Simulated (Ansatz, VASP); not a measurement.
# Ti2Co in VASP and in Ansatz

File POSCAR:

```
Ti2Co
1.0
    0.0000000000      3.4092813939      3.4092813939
    3.4092813939      0.0000000000      3.4092813939
    3.4092813939      3.4092813939      0.0000000000
Ti Co
4 2
Direct
    0.1250000000      0.1250000000      0.1250000000
    0.6250000000      0.1250000000      0.1250000000
    0.1250000000      0.1250000000      0.6250000000
    0.1250000000      0.6250000000      0.1250000000
    0.5000000000      0.5000000000      0.5000000000
    0.7500000000      0.7500000000      0.7500000000
```

Contents of INCAR.step1:

```
SYSTEM = Ti2Co
PREC = Accurate ; ENCUT = 520
ISMEAR = 0 ; SIGMA = 0.1
LREAL = .False. ; LASPH = .True.
NELM = 80 ; NBANDS = 42
GGA = PE ; ALGO = Normal
EDIFF = 1E-4 ; LWAVE = .True.
LCHARG = .False.
```

Contents of INCAR.step2:

```
SYSTEM = Ti2Co
PREC = Accurate ; ENCUT = 520
EDIFF = 1E-6 ; ISMEAR = 0
SIGMA = 0.1 ; LREAL = .False.
LASPH = .True. ; NELM = 80
ALGO = Normal ; ISIF = 2
LWAVE = .False. ; LCHARG = .True.
METAGGA = R2SCAN ; LMIXTAU = .True.
LELF = .True. ; LVHAR = .True.
NBANDS = 42 ; ISTART = 1
```

Contents of KPOINTS:

```
regular mesh
0
Gamma
  10 10 10
  0 0 0
```

Input for Ansatz:

```yaml
crystal:
  lattice:
    - [0.0, 3.4092813939, 3.4092813939]
    - [3.4092813939, 0.0, 3.4092813939]
    - [3.4092813939, 3.4092813939, 0.0]
  atoms:
    - { symbol: Ti, position: [0.125, 0.125, 0.125] }
    - { symbol: Ti, position: [0.625, 0.125, 0.125] }
    - { symbol: Ti, position: [0.125, 0.125, 0.625] }
    - { symbol: Ti, position: [0.125, 0.625, 0.125] }
    - { symbol: Co, position: [0.5, 0.5, 0.5] }
    - { symbol: Co, position: [0.75, 0.75, 0.75] }
basis:
  ecutwfc: 500
kpoints:
  mp_grid: { grid: [10, 10, 10] }
hamiltonian:
  xc: r2scan
scf:
  occupations: { method: gaussian, width: 0.1 }
  lower_state_search: "off"
output:
  forces: true
  stress: true
  eigenvalues: true
  write_density: true
  write_potential: true
  elf: true
  volumetric_format: npy
```

Alike in both runs: task single point; functional r2SCAN; k mesh 10 × 10 × 10; occupations gaussian, width 0.1 eV; no spin polarisation.

```csv
,VASP,Ansatz
version,VASP 6.6.1,Ansatz 0.2.0
potentials or method,"VASP PAW PBE potentials, release 64 (Ti_sv, Co), cutoff 520 eV","scalar-relativistic, plane waves, PAW"
valence electrons in the cell,66,82
```

```tsv
	VASP	Ansatz	Ansatz less VASP
gap on the k mesh at the Fermi level (eV)	none	none	-
pressure (GPa)	13.1	12.0	-1.10
```

VASP's potentials were made for PBE, not for r2SCAN. A gap of «none» marks a metal or a gap that the smearing closes. The functional is the same, so the differences come from potentials, cutoffs and numerics. VASP's potentials hold 66 valence electrons a cell and Ansatz's 82, so a difference there can come from the potentials and not from the codes.
